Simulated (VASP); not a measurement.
# B33N31 (a cell with a defect) in VASP: a series of runs, part 2 of 2

VASP 6.6.1.

## (3) Single point, PBEsol, collinear spin

Input file INCAR:

```
PREC = Accurate ; ENCUT = 520
EDIFF = 1E-6 ; ISMEAR = -1
SIGMA = 0.05 ; LREAL = Auto
LASPH = T ; NELM = 200
ALGO = Normal ; ISIF = 2
LWAVE = F ; LCHARG = F
ISPIN = 2 ; MAGMOM = 0 0 0 0 0 0 0 0.2 0.2 0 0 0 0 0 0 0 0.2 0 0 0 0 0 0 0 0.2 0 0 0 0 0 0 0 0.2 0 0 0 0 0 0 0 0 0 0 0 0 0 0 0 0 0 0 0 0 0 0 0 0 0 0 0 0 0 0 0
LORBIT = 11 ; GGA = PS
NBANDS = 169 ; NELECT = 253.0
ISYM = -1 ; GGA_COMPAT = F
```

Input file KPOINTS:

```
explicit points
1
Reciprocal
  0.25000000   0.25000000   0.25000000 1
```

Input file POSCAR:

```
B33N31
1.0
    7.2115910000      0.0000000000      0.0000000000
    0.0000000000      7.2115910000      0.0000000000
    0.0000000000      0.0000000000      7.2115910000
B N
33 31
Direct
    0.0003630000      0.0002770000      0.9998710000
    0.0018250000      0.0017460000      0.4989090000
    0.0018260000      0.4993070000      0.0013310000
    0.0012370000      0.5000950000      0.4996960000
    0.4993800000      0.0017460000      0.0013430000
    0.5001670000      0.0011600000      0.4996960000
    0.5001740000      0.5001020000      0.0007440000
    0.4877380000      0.4876750000      0.4872510000
    0.6262460000      0.6262030000      0.6257480000
    0.2501840000      0.2501140000      0.9998790000
    0.2485570000      0.2484900000      0.4987100000
    0.2484600000      0.7515550000      0.0015060000
    0.2492360000      0.7499240000      0.4997130000
    0.7516280000      0.2483870000      0.0014980000
    0.7499950000      0.2491790000      0.4997160000
    0.7500220000      0.7499450000      0.0004560000
    0.7620880000      0.7620060000      0.4877350000
    0.2501820000      0.0002810000      0.2497080000
    0.2484530000      0.0019150000      0.7511510000
    0.2485530000      0.4991250000      0.2480740000
    0.2492440000      0.5001300000      0.7495000000
    0.7516230000      0.0019080000      0.2479870000
    0.7500270000      0.0008700000      0.7495380000
    0.7499870000      0.5001260000      0.2487660000
    0.7620690000      0.4881710000      0.7615750000
    0.0003610000      0.2501080000      0.2497080000
    0.0019950000      0.2483920000      0.7511390000
    0.0019930000      0.7515460000      0.2479800000
    0.0009440000      0.7499460000      0.7495420000
    0.4991830000      0.2484870000      0.2480820000
    0.5002010000      0.2491760000      0.7495090000
    0.5001890000      0.7499180000      0.2487620000
    0.4882230000      0.7620000000      0.7615910000
    0.1254690000      0.1253980000      0.1249870000
    0.1255220000      0.1254530000      0.6244230000
    0.1255300000      0.6248300000      0.1250350000
    0.1254070000      0.6253530000      0.6249360000
    0.6249040000      0.1254490000      0.1250420000
    0.6254200000      0.1253400000      0.6249380000
    0.6254160000      0.6253520000      0.1249230000
    0.3752990000      0.3752340000      0.1249590000
    0.3741310000      0.3740590000      0.6249120000
    0.3752110000      0.8754990000      0.1251370000
    0.3735660000      0.8771240000      0.6245340000
    0.8755730000      0.3751370000      0.1251340000
    0.8771980000      0.3735000000      0.6245370000
    0.8756110000      0.8755360000      0.1247030000
    0.8770200000      0.8769510000      0.6248830000
    0.3752940000      0.1253730000      0.3748230000
    0.3752120000      0.1255470000      0.8750820000
    0.3741220000      0.6253390000      0.3736350000
    0.3735690000      0.6249490000      0.8767060000
    0.8755700000      0.1255410000      0.3747330000
    0.8756210000      0.1251130000      0.8751260000
    0.8771890000      0.6249390000      0.3730930000
    0.8770370000      0.6252880000      0.8765410000
    0.1254450000      0.3752290000      0.3748110000
    0.1256270000      0.3751410000      0.8750760000
    0.1256090000      0.8754970000      0.3747310000
    0.1251900000      0.8755360000      0.8751330000
    0.6253920000      0.3740580000      0.3736390000
    0.6250290000      0.3735020000      0.8767030000
    0.6250010000      0.8771160000      0.3730930000
    0.6253610000      0.8769600000      0.8765420000
```

Potentials or basis: VASP PAW PBE potentials, release 64 (B, N).

The run is started by

```bash
cat potpaw_PBE.64/B/POTCAR potpaw_PBE.64/N/POTCAR > POTCAR
mpirun -np 1 vasp_std > vasp.out
```

Wall time 3.4 min (1 thread of Intel Xeon 6975P-C (Granite Rapids), shared host); peak memory 0.55 GiB.

It converged, with:

```yaml
Free_energy: -585.9070 eV
Largest_force: 0.011 eV/Å
Net_moment: 3.00 μB per cell
Site_moments: B +0.00, +0.01, +0.17, +0.81, +0.02, +0.15 (each value once); N +0.01, +0.03, -0.00, +0.00, +0.04, +0.06 (each value once) μB
Valence_electrons_inside_the_program's_atomic_spheres: B 2.04, 2.05, 2.10, 2.06 (each value once); N 3.96, 3.98, 3.97, 3.95 (each value once)
```

Forces in eV/Å, atoms in the order of the input:
```
B    0.000  0.003  0.002
B   -0.001  0.001  0.004
B    0.000  0.006  0.001
B   -0.007  0.005  0.003
B    0.007  0.001 -0.001
B    0.005 -0.005  0.004
B    0.004  0.004 -0.005
B    0.004  0.004  0.005
B   -0.005 -0.008 -0.005
B    0.003  0.003  0.001
B    0.002  0.001  0.005
B    0.003 -0.002 -0.001
B    0.006  0.000  0.005
B   -0.001  0.002  0.001
B    0.000  0.004  0.005
B   -0.001  0.001 -0.004
B   -0.006 -0.003  0.010
B    0.003  0.004  0.002
B    0.005  0.000 -0.003
B    0.003  0.004  0.000
B    0.006  0.006  0.001
B   -0.001  0.001  0.000
B   -0.002 -0.002 -0.001
B    0.001  0.006  0.003
B   -0.002  0.007 -0.002
B    0.001  0.003  0.001
B   -0.001  0.002  0.000
B   -0.002  0.000  0.001
B   -0.003  0.000 -0.001
B    0.006  0.001 -0.001
B    0.006  0.004 -0.001
B    0.007  0.001  0.004
B    0.009 -0.001 -0.003
N   -0.002 -0.004 -0.002
N   -0.001 -0.001 -0.001
N   -0.003  0.000  0.000
N    0.000 -0.002 -0.001
N   -0.001 -0.001  0.000
N    0.000 -0.001 -0.001
N    0.000 -0.002  0.000
N   -0.003 -0.004  0.000
N   -0.002 -0.001  0.004
N   -0.004 -0.002 -0.002
N   -0.005 -0.001  0.000
N   -0.002 -0.003 -0.002
N   -0.001 -0.004 -0.002
N   -0.001 -0.002  0.001
N    0.003  0.001 -0.006
N   -0.003 -0.001 -0.003
N   -0.003 -0.002  0.000
N   -0.002  0.001  0.001
N   -0.004 -0.001  0.000
N   -0.002 -0.002 -0.002
N   -0.002  0.000 -0.001
N    0.001  0.000 -0.006
N   -0.002 -0.005  0.001
N   -0.001 -0.003 -0.001
N   -0.004 -0.003  0.000
N   -0.001 -0.002 -0.003
N   -0.001 -0.001 -0.002
N    0.005 -0.001  0.000
N   -0.003 -0.004  0.000
N    0.003  0.000 -0.005
N   -0.005 -0.002  0.001
```

Levels at points of the mesh, in eV from the Fermi level:
Spin up:
```csv
k point,band 126,band 127,band 128,band 129,band 130,band 131
"(0.25, 0.25, 0.25)",-0.82,-0.37,-0.37,4.75,4.80,4.80
```
Spin down:
```
           k point  band 121  band 122  band 123  band 124  band 125  band 126  band 127  band 128  band 129  band 130
(0.25, 0.25, 0.25)     -2.17     -2.03     -1.96     -1.39     -1.39      0.34      0.58      0.58      4.84      4.85
```

Caveat: the cell carries a net charge on a neutralising background, which shifts energy and pressure; the cell is charged against a uniform background, so pressure and absolute levels hang on convention; the PAW data sets were made with another functional, which shifts forces and pressure a little.

## (4) Single point, PBEsol, collinear spin

Input file INCAR:

```
PREC = Accurate
ENCUT = 520
EDIFF = 1E-6
ISMEAR = -1
SIGMA = 0.05
LREAL = Auto
LASPH = T
NELM = 200
ALGO = Normal
ISIF = 2
LWAVE = F
LCHARG = F
ISPIN = 2
MAGMOM = 0 0 0 0 0 0 0 0.2 0.2 0 0 0 0 0 0 0 0.2 0 0 0 0 0 0 0 0.2 0 0 0 0 0 0 0 0.2 0 0 0 0 0 0 0 0 0 0 0 0 0 0 0 0 0 0 0 0 0 0 0 0 0 0 0 0 0 0 0
LORBIT = 11
GGA = PS
NBANDS = 169
NELECT = 251.0
ISYM = -1
GGA_COMPAT = F
```

KPOINTS is that of step 3.

Input file POSCAR:

```
B33N31
1.0
    7.2115910000      0.0000000000      0.0000000000
    0.0000000000      7.2115910000      0.0000000000
    0.0000000000      0.0000000000      7.2115910000
B N
33 31
Direct
    0.0011160000      0.0010620000      0.0006270000
    0.0030600000      0.0029800000      0.4981170000
    0.0030080000      0.4985390000      0.0025370000
    0.0025180000      0.5005110000      0.5000970000
    0.4985980000      0.0029540000      0.0025580000
    0.5005770000      0.0024610000      0.5000940000
    0.5005750000      0.5005000000      0.0020300000
    0.4822580000      0.4820900000      0.4818310000
    0.6172120000      0.6175200000      0.6163770000
    0.2504670000      0.2504080000      0.0003060000
    0.2475340000      0.2474600000      0.4972140000
    0.2477090000      0.7547140000      0.0029770000
    0.2486650000      0.7485030000      0.4992800000
    0.7547480000      0.2476510000      0.0029540000
    0.7485890000      0.2485820000      0.4992690000
    0.7499000000      0.7498240000      0.0020230000
    0.7703870000      0.7703130000      0.4844880000
    0.2504800000      0.0007350000      0.2499900000
    0.2476990000      0.0033720000      0.7543130000
    0.2475290000      0.4975840000      0.2470600000
    0.2486750000      0.4996750000      0.7481120000
    0.7548000000      0.0034040000      0.2472030000
    0.7499300000      0.0024390000      0.7494480000
    0.7485830000      0.4996810000      0.2481910000
    0.7702530000      0.4848190000      0.7698000000
    0.0007880000      0.2504200000      0.2499800000
    0.0034380000      0.2476430000      0.7542870000
    0.0034840000      0.7547540000      0.2472000000
    0.0025110000      0.7498460000      0.7494320000
    0.4976760000      0.2474500000      0.2470530000
    0.4997520000      0.2485810000      0.7481110000
    0.4997540000      0.7485040000      0.2481810000
    0.4849790000      0.7702160000      0.7698510000
    0.1255000000      0.1254260000      0.1250300000
    0.1254240000      0.1253350000      0.6240220000
    0.1253940000      0.6244030000      0.1249520000
    0.1255680000      0.6253260000      0.6249240000
    0.6244950000      0.1253240000      0.1249450000
    0.6253990000      0.1254740000      0.6249210000
    0.6253960000      0.6253240000      0.1250890000
    0.3752220000      0.3751540000      0.1244860000
    0.3732080000      0.3731100000      0.6246560000
    0.3756370000      0.8753070000      0.1251090000
    0.3769670000      0.8737770000      0.6232390000
    0.8753910000      0.3755690000      0.1251000000
    0.8738480000      0.3768770000      0.6232400000
    0.8756250000      0.8755390000      0.1252380000
    0.8765230000      0.8764280000      0.6258200000
    0.3752230000      0.1248850000      0.3747470000
    0.3756330000      0.1254790000      0.8749340000
    0.3732530000      0.6250490000      0.3727830000
    0.3769520000      0.6236420000      0.8733970000
    0.8754100000      0.1255000000      0.3751470000
    0.8756240000      0.1256490000      0.8751580000
    0.8738530000      0.6236400000      0.3765060000
    0.8763970000      0.6262040000      0.8759290000
    0.1249540000      0.3751590000      0.3747520000
    0.1255700000      0.3755650000      0.8749260000
    0.1255840000      0.8753160000      0.3751600000
    0.1257120000      0.8755350000      0.8751590000
    0.6251310000      0.3731230000      0.3727490000
    0.6237190000      0.3768530000      0.8733920000
    0.6237290000      0.8738050000      0.3764710000
    0.6263020000      0.8763820000      0.8759980000
```

The run is started by

```bash
cat potpaw_PBE.64/B/POTCAR potpaw_PBE.64/N/POTCAR > POTCAR
mpirun -np 1 vasp_std > vasp.out
```

Run time: 3.4 min. Hardware: 1 thread of Intel Xeon 6975P-C (Granite Rapids), shared host; peak memory 0.55 GiB.

The run converged. Its results:

```
Free energy                                           : -601.8146 eV
Largest force                                         : 0.027 eV/Å
Net moment                                            : 1.00 μB per cell
Site moments                                          : B +0.00, +0.01, +0.14, +0.30, +0.02, -0.00 (each value once); N +0.00, -0.00, +0.05, +0.01 (each value once) μB
Valence electrons inside the program's atomic spheres : B 2.02, 2.03, 2.15, 1.79, 2.04, 2.01, 2.10 (each value once); N 3.95, 3.97, 3.96, 3.91 (each value once)
```

Forces in eV/Å, atoms in the order of the input:
```
B   -0.003 -0.005 -0.002
B    0.001  0.001  0.004
B    0.001  0.000  0.001
B   -0.004 -0.003 -0.002
B    0.004  0.000  0.001
B   -0.002 -0.005 -0.003
B   -0.003 -0.003 -0.003
B    0.002  0.005  0.000
B    0.015  0.009  0.020
B    0.003  0.001  0.001
B    0.001  0.001  0.004
B    0.004 -0.013 -0.006
B    0.007  0.007  0.000
B   -0.006  0.002 -0.003
B    0.007  0.005  0.000
B    0.006  0.006 -0.005
B   -0.010 -0.011 -0.005
B    0.003 -0.003  0.003
B    0.005 -0.004 -0.009
B    0.002  0.004  0.002
B    0.006  0.001  0.006
B   -0.007 -0.008  0.004
B    0.005 -0.005  0.004
B    0.006  0.000  0.006
B   -0.008  0.000 -0.006
B    0.001  0.001  0.003
B   -0.003  0.004 -0.007
B   -0.010 -0.014  0.007
B   -0.006  0.003  0.005
B    0.004  0.002  0.002
B    0.000  0.005  0.007
B    0.001  0.007  0.008
B   -0.006 -0.008 -0.008
N    0.001  0.002 -0.001
N   -0.003 -0.001  0.000
N    0.000  0.005 -0.005
N   -0.003 -0.003  0.000
N   -0.001  0.000 -0.003
N    0.000 -0.002  0.001
N   -0.001 -0.003 -0.002
N    0.001 -0.001 -0.003
N   -0.006 -0.006  0.007
N    0.001  0.001  0.000
N   -0.007  0.008 -0.004
N   -0.003  0.002 -0.001
N    0.007 -0.007 -0.006
N   -0.002  0.000 -0.005
N    0.001  0.006  0.012
N    0.000 -0.002  0.001
N    0.001  0.003 -0.003
N   -0.009  0.006 -0.010
N   -0.007 -0.004  0.008
N   -0.002  0.001  0.003
N   -0.002 -0.003 -0.004
N    0.011 -0.001 -0.012
N    0.006  0.013  0.004
N   -0.001 -0.001  0.001
N   -0.001  0.002 -0.003
N    0.002  0.001  0.001
N   -0.003  0.000 -0.003
N    0.006 -0.006 -0.008
N   -0.007 -0.004  0.006
N   -0.006  0.008 -0.006
N    0.011  0.005  0.002
```

Levels at points of the mesh, in eV from the Fermi level:
Spin up:
| k point | band 123 | band 124 | band 125 | band 126 | band 127 | band 128 | band 129 | band 130 |
| --- | --- | --- | --- | --- | --- | --- | --- | --- |
| (0.25, 0.25, 0.25) | -1.24 | -0.75 | -0.75 | -0.38 | 0.78 | 0.79 | 5.34 | 5.59 |
Spin down:
| k point | band 123 | band 124 | band 125 | band 126 | band 127 | band 128 |
| --- | --- | --- | --- | --- | --- | --- |
| (0.25, 0.25, 0.25) | -1.24 | -0.73 | -0.73 | 0.38 | 0.93 | 0.94 |

Caveat: the cell carries a net charge on a neutralising background, which shifts energy and pressure; the cell is charged against a uniform background, so pressure and absolute levels hang on convention; the PAW data sets were made with another functional, which shifts forces and pressure a little.
